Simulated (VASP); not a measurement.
Here is a VASP 6.6.1 calculation.

File POSCAR:

```
TiAl3
1.0
    2.8953710807      0.0000000000      0.0000000000
    0.0000000000      4.7730767995      0.0000000000
    0.0000000000      0.0000000000      4.9968593826
Ti Al
1 3
Direct
    0.0000000000      0.5000000000      0.1659160000
    0.0000000000      0.0000000000      0.8359000000
    0.5000000000      0.0000000000      0.3309120000
    0.5000000000      0.5000000000      0.6672710000
```

File INCAR.step1:

```
  PREC = Accurate
  ENCUT = 520
  ISMEAR = -1
  SIGMA = 0.05
  LREAL = False
  LASPH = True
  NELM = 100
  NBANDS = 18
  GGA = PE
  ALGO = Normal
  EDIFF = 1E-4
  LWAVE = True
  LCHARG = False
```

INCAR.step2

```
  PREC = Accurate
  ENCUT = 520
  EDIFF = 1E-7
  ISMEAR = -1
  SIGMA = 0.05
  LREAL = False
  LASPH = True
  NELM = 100
  ALGO = Normal
  ISIF = 2
  LWAVE = False
  LCHARG = False
  METAGGA = R2SCAN
  LMIXTAU = True
  NBANDS = 18
  ISTART = 1
```

File KPOINTS:

```
Automatic mesh
0
Gamma
  9 6 6
```

Potentials or basis: VASP PAW PBE potentials, release 64 (Ti_sv, Al).

Run with:

```sh
$ cat potpaw_PBE.64/Ti_sv/POTCAR potpaw_PBE.64/Al/POTCAR > POTCAR
$ cp INCAR.step1 INCAR
$ mpirun -np 1 vasp_std > vasp.out
$ cp INCAR.step2 INCAR
$ mpirun -np 1 vasp_std > vasp.out
```

Predict the pressure.

-7.4 GPa.

What does it give for the largest force?

0.037 eV/Å.

Forces in eV/Å, atoms in the order of the input:
```
Ti   0.000  0.000 -0.037
Al   0.000  0.000  0.021
Al   0.000  0.000  0.024
Al   0.000  0.000 -0.008
```

Caveat: the PAW data sets were made with another functional, which shifts forces and pressure a little.
